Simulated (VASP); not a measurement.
# LaSc2F (I4/mmm) in VASP: single point with PBE

Aim: the single point of LaSc2F with PBE.

Program: VASP 6.6.1. These are calculated values, not measurements. Logs are shortened: lines on timing, memory, paths and dates and some standing lists are left out, and cuts for length are marked.

**1. The cell of the first run**

The structure is tetragonal, space group I4/mmm (No. 139). Conventional cell: a = 3.854 Å, b = 3.854 Å, c = 11.996 Å, α = 90.00°, β = 90.00°, γ = 90.00°. La (site symmetry 4/mmm) has 4 F at 2.73 Å and 10 Sc at 3.56 to 3.71 Å and 4 La at 3.85 Å within 3.9 Å. Within 3.1 Å of Sc (site symmetry 4mm) lie 1 F at 2.29 Å and 4 Sc at 3.07 Å. Within 3.0 Å of F (site symmetry 4/mmm) lie 2 Sc at 2.29 Å and 4 La at 2.73 Å.

The cell was generated, and may not be a known phase.

**2. Single point, PBE, collinear spin**

INCAR reads:

```
SYSTEM = LaSc2F
PREC = Accurate
ENCUT = 600
EDIFF = 1E-6
ISMEAR = 0
SIGMA = 0.1
LREAL = .FALSE.
LASPH = .TRUE.
NELM = 200
ALGO = Normal
ISIF = 2
LWAVE = .FALSE.
LCHARG = .FALSE.
ISPIN = 2
MAGMOM = 0 1 1 0
LORBIT = 11
LMAXMIX = 6
GGA = PE
NBANDS = 32
GGA_COMPAT = .FALSE.
```

KPOINTS reads:

```
regular mesh
0
G
  6 6 6
  0 0 0
```

POSCAR reads:

```
LaSc2F
1.0
   -1.9271385664      1.9271385664      5.9979674657
    1.9271385664     -1.9271385664      5.9979674657
    1.9271385664      1.9271385664     -5.9979674657
La Sc F
1 2 1
Direct
    0.0000000000      0.0000000000      0.0000000000
    0.6910839177      0.6910839177      0.0000000000
    0.3089160823      0.3089160823      0.0000000000
    0.5000000000      0.5000000000      0.0000000000
```

Potentials or basis: VASP PAW PBE potentials, release 64 (La, Sc_sv, F).

The run is started by

```sh
$ cat potpaw_PBE.64/La/POTCAR potpaw_PBE.64/Sc_sv/POTCAR potpaw_PBE.64/F/POTCAR > POTCAR
$ mpirun -np 1 vasp_std > vasp.out
```

OUTCAR:

```text
SYSTEM = LaSc2F
   PREC = Accurate
   ENCUT = 600
   EDIFF = 1E-6
   ISMEAR = 0
   LREAL = .FALSE.
   LASPH = .TRUE.
   NELM = 200
   ISIF = 2
   ISPIN = 2
   LORBIT = 11
   GGA = PE

 ion  position               nearest neighbor table
   1  0.000  0.000  0.000-   4 2.73   4 2.73   4 2.73   4 2.73
   2  0.691  0.691  0.000-   4 2.29   3 3.07   3 3.07   3 3.07   3 3.07
   3  0.309  0.309  0.000-   4 2.29   2 3.07   2 3.07   2 3.07   2 3.07
   4  0.500  0.500  0.000-   2 2.29   3 2.29   1 2.73   1 2.73   1 2.73   1 2.73

  LATTYP: Found a body centered tetragonal cell.
 ALAT       =     3.8542771328
 C/A-ratio  =     3.1123695879

  Lattice vectors:

 A1 = (  -1.9271385664,   1.9271385664,   5.9979674657)
 A2 = (   1.9271385664,  -1.9271385664,   5.9979674657)
 A3 = (   1.9271385664,   1.9271385664,  -5.9979674657)

Analysis of symmetry for initial positions (statically):
=====================================================================
 Subroutine PRICEL returns:
 Original cell was already a primitive cell.

 Routine SETGRP: Setting up the symmetry group for a
 body centered tetragonal supercell.

 Subroutine GETGRP returns: Found 16 space group operations
 (whereof 16 operations were pure point group operations)
 out of a pool of 16 trial point group operations.

The static configuration has the point symmetry D_4h.

Analysis of symmetry for dynamics (positions and initial velocities):
=====================================================================
 Subroutine PRICEL returns:
 Original cell was already a primitive cell.

 Routine SETGRP: Setting up the symmetry group for a
 body centered tetragonal supercell.

 Subroutine GETGRP returns: Found 16 space group operations
 (whereof 16 operations were pure point group operations)
 out of a pool of 16 trial point group operations.

The dynamic configuration has the point symmetry D_4h.

Analysis of structural, dynamic, and magnetic symmetry:
=====================================================================
 Subroutine PRICEL returns:
 Original cell was already a primitive cell.

 Routine SETGRP: Setting up the symmetry group for a
 body centered tetragonal supercell.

 Subroutine GETGRP returns: Found 16 space group operations
 (whereof 16 operations were pure point group operations)
 out of a pool of 16 trial point group operations.

The overall configuration has the point symmetry D_4h.

 Subroutine INISYM returns: Found 16 space group operations
[... 129 lines left out ...]
   IVDW    =     0    specifies the selected vdW correction
   LEPSILON=     F    determine dielectric tensor
   LRPA    =     F    only Hartree local field effects (RPA)
 spin polarized calculation
 Gauss-broadening in eV      SIGMA  =   0.10
  energy-cutoff  :      600.00
  volume of cell :       89.10
 maximum number of plane-waves:      3000
 NGX is ok and might be reduce to    54
   NGX = 27   NGY = 27   NGZ = 27

 number of electron      40.0000000 magnetization       0.0005302

 Free energy of the ion-electron system (eV)
  ---------------------------------------------------
  ext. energy  EPLUGINS =         0.00000000
  ---------------------------------------------------
  free energy    TOTEN  =       -23.94357061 eV

  energy without entropy =      -23.92122350  energy(sigma->0) =      -23.93239705

 E-fermi :   6.2976     XC(G=0): -10.0679

 val. band max:        6.2605010823   @ k =   0.5000   0.5000   0.1667
 cond. band min:       6.2977012560   @ k =   0.5000   0.5000   0.1667
 fundamental gap:      0.0372001737
 Fermi energy:         6.2975945613

 spin component 1

 k-point     1 :       0.0000    0.0000    0.0000
  band No.  band energies     occupation
      1     -43.5640      1.00000
      2     -43.4840      1.00000
      3     -26.8810      1.00000
      4     -22.4535      1.00000
      5     -22.2237      1.00000
      6     -22.2143      1.00000
[... 829 lines left out ...]
     31       8.1505      0.00000
     32       8.3285      0.00000

 [... further k-points ...]

 spin component 2

 k-point     1 :       0.0000    0.0000    0.0000
  band No.  band energies     occupation
      1     -43.5638      1.00000
      2     -43.4838      1.00000
      3     -26.8810      1.00000
      4     -22.4534      1.00000
      5     -22.2236      1.00000
      6     -22.2142      1.00000
[... 829 lines left out ...]
     31       8.1505      0.00000
     32       8.3289      0.00000

 [... further k-points ...]

------------------------ aborting loop because EDIFF is reached ----------------------------------------

  FORCE on cell =-STRESS in cart. coord.  units (eV):
  Direction    XX          YY          ZZ          XY          YZ          ZX
  --------------------------------------------------------------------------------------
  -------------------------------------------------------------------------------------
  Total       -0.0495544     -0.0495544      0.1691279      0.0000000      0.0000000      0.0000000
  in kB       -0.8910508     -0.8910508      3.0411369      0.0000000      0.0000000      0.0000000
  external PRESSURE =       0.4196784 kB  Pullay stress =       0.0000000 kB

 VOLUME and BASIS-vectors are now :
 -----------------------------------------------------------------------------
  energy-cutoff  :      600.00
  volume of cell :       89.10
      direct lattice vectors                 reciprocal lattice vectors
    -1.927138566  1.927138566  5.997967466     0.000000000  0.259452023  0.083361573
     1.927138566 -1.927138566  5.997967466     0.259452023  0.000000000  0.083361573
     1.927138566  1.927138566 -5.997967466     0.259452023  0.259452023  0.000000000

 POSITION                                       TOTAL-FORCE (eV/Angst)
 -----------------------------------------------------------------------------------
      0.00000      0.00000      0.00000        -0.000000     -0.000000     -0.000000
      0.00000      0.00000      8.29020         0.000000      0.000000     -0.005243
      0.00000      0.00000      3.70574         0.000000      0.000000      0.005243
      0.00000      0.00000      5.99797        -0.000000     -0.000000     -0.000000
 -----------------------------------------------------------------------------------
    total drift:                                0.000000      0.000000     -0.000000

  FREE ENERGIE OF THE ION-ELECTRON SYSTEM (eV)
  ---------------------------------------------------
  free  energy   TOTEN  =       -23.9435706102 eV

  energy  without entropy=      -23.9212234951  energy(sigma->0) =      -23.93239705

 total charge

# of ion       s       p       d       f       tot
--------------------------------------------------
    1        2.028   5.602   0.814   0.140   8.583
    2        2.254   6.106   1.005   0.000   9.365
    3        2.254   6.106   1.005   0.000   9.365
    4        1.732   4.350   0.000   0.000   6.082
--------------------------------------------------
tot          8.268  22.165   2.823   0.140  33.395

 magnetization (x)

# of ion       s       p       d       f       tot
--------------------------------------------------
    1       -0.000   0.000  -0.000   0.000  -0.000
    2        0.000   0.000   0.000   0.000   0.000
    3        0.000   0.000   0.000   0.000   0.000
    4        0.000   0.000   0.000   0.000   0.000
--------------------------------------------------
tot          0.000   0.000   0.000   0.000   0.000
```

stdout:

```text
POSCAR found type information on POSCAR LaScF
 POSCAR found :  3 types and       4 ions
 scaLAPACK will be used
 LDA part: xc-table for (Slater+PW92), standard interpolation
 POSCAR, INCAR and KPOINTS ok, starting setup
 FFT: planning ... GRIDC
 FFT: planning ... GRID_SOFT
 FFT: planning ... GRID
 WAVECAR not read
 entering main loop
```

It took 23 min on 1 thread of Intel Xeon 8259CL, shared host; peak memory 0.65 GiB.

Results:

```yaml
Free_energy: -23.9436 eV
Pressure: 0.0 GPa
Largest_force: 0.005 eV/Å
Band_gap_on_the_k_mesh: zero (filled and empty bands overlap)
Net_moment: 0.00 μB per cell
Valence_electrons_inside_the_program's_atomic_spheres: La 8.58; Sc 9.37; F 6.08
```

Forces in eV/Å, atoms in the order of the input:
```
La   0.000  0.000  0.000
Sc   0.000  0.000 -0.005
Sc   0.000  0.000  0.005
F    0.000  0.000  0.000
```

Stress tensor (GPa, compression positive):
```
-0.09  0.00  0.00
 0.00 -0.09  0.00
 0.00  0.00  0.30
```

Levels at points of the mesh, in eV from the Fermi level:
Spin up:
```csv
k point,band 18,band 19,band 20,band 21,band 22,band 23
"(0.00, 0.00, 0.00)",-1.17,-0.95,-0.59,0.61,0.97,1.22
"(0.50, 0.00, 0.00)",-1.58,-1.02,0.16,0.21,0.40,1.01
"(0.50, 0.50, 0.00)",-1.30,-0.98,-0.33,0.10,0.26,0.61
"(0.50, 0.50, 0.50)",-2.05,-1.79,0.28,0.37,0.78,0.78
```
Spin down:
| k point | band 18 | band 19 | band 20 | band 21 | band 22 | band 23 |
| --- | --- | --- | --- | --- | --- | --- |
| (0.00, 0.00, 0.00) | -1.17 | -0.95 | -0.59 | 0.61 | 0.97 | 1.22 |
| (0.50, 0.00, 0.00) | -1.58 | -1.02 | 0.16 | 0.21 | 0.40 | 1.01 |
| (0.50, 0.50, 0.00) | -1.30 | -0.98 | -0.33 | 0.10 | 0.26 | 0.61 |
| (0.50, 0.50, 0.50) | -2.05 | -1.79 | 0.28 | 0.37 | 0.78 | 0.78 |

Caveat: spin-orbit coupling is left out, which moves the levels of the heavy elements.

The gap in the log of VASP goes by the Fermi energy; the results here count the filled bands.